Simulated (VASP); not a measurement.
Crystal: NaY2B2.

```xyz
5
Lattice="-2.0625 2.0625 5.0675 2.0625 -2.0625 5.0675 2.0625 2.0625 -5.0675" Properties=species:S:1:pos:R:3 pbc="T T T"
Na    0.0000    0.0000    0.0000
Y     0.0000    2.0625    2.5337
Y     2.0625    0.0000    2.5337
B     0.0000    0.0000    3.9324
B     0.0000    0.0000    6.2026
```

- Program: VASP 6.6.1
- Task: relaxation of cell and atoms
- Functional: PBE
- Potentials or basis: VASP PAW PBE potentials, release 64 (Na_pv, Y_sv, B)
- Cutoff: 600 eV
- k mesh: 6 × 6 × 6
- Occupations: gaussian, width 0.1 eV
- Spin: no spin polarisation

At the start: pressure 14.0 GPa; volume 17.25 Å³/atom.

Where does the relaxation end?

Over 21 steps the energy falls by 491.5 meV/atom and the volume is 19.61 Å³/atom (+13.7 %); space group I4/mmm (No. 139, to 0.1 Å) before and after.

Step by step:
| step | energy change (eV) | largest force (eV/Å) | pressure (GPa) | volume (Å³) |
| --- | --- | --- | --- | --- |
| 1 | 0.0000 | 2.8369 | 13.98 | 86.23 |
| 2 | -1.5729 | 2.0115 | -3.21 | 106.20 |
| 3 | -1.6344 | 1.8949 | -5.56 | 111.82 |
| 4 | -2.2443 | 1.3135 | -2.33 | 107.36 |
| 5 | -2.2641 | 0.2062 | -3.25 | 107.99 |
| 6 | -2.2649 | 0.3340 | -3.14 | 107.91 |
| 7 | -2.3506 | 0.0234 | -0.61 | 101.46 |
| 8 | -2.3528 | 0.0807 | -0.15 | 100.43 |
| 9 | -2.3599 | 0.3138 | 0.34 | 99.93 |
| 10 | -2.3600 | 0.3872 | 0.44 | 99.84 |
| 11 | -2.3649 | 0.3731 | 0.40 | 99.85 |
| 12 | -2.3783 | 0.3406 | 0.32 | 99.87 |
| 13 | -2.4002 | 0.3045 | 0.19 | 99.84 |
| 14 | -2.4305 | 0.3063 | 0.12 | 99.45 |
| 15 | -2.4187 | 0.7397 | 0.43 | 97.28 |
| 16 | -2.4421 | 0.6556 | 0.27 | 98.78 |
| 17 | -2.4550 | 0.1586 | -0.61 | 99.14 |
| 18 | -2.4559 | 0.0068 | -0.43 | 99.07 |
| 19 | -2.4570 | 0.0260 | -0.21 | 98.61 |
| 20 | -2.4574 | 0.0467 | 0.03 | 98.11 |
| 21 | -2.4576 | 0.0271 | 0.11 | 98.04 |

Final structure:
```yaml
crystal:
  lattice:
    - [-2.48347, 2.48347, 3.97402]
    - [2.48347, -2.48347, 3.97402]
    - [2.48347, 2.48347, -3.97402]
  atoms:
    - { symbol: Na, position: [0.00000, 0.00000, 0.00000] }
    - { symbol: Y, position: [0.75000, 0.25000, 0.50000] }
    - { symbol: Y, position: [0.25000, 0.75000, 0.50000] }
    - { symbol: B, position: [0.39793, 0.39793, 0.00000] }
    - { symbol: B, position: [0.60207, 0.60207, 0.00000] }
```
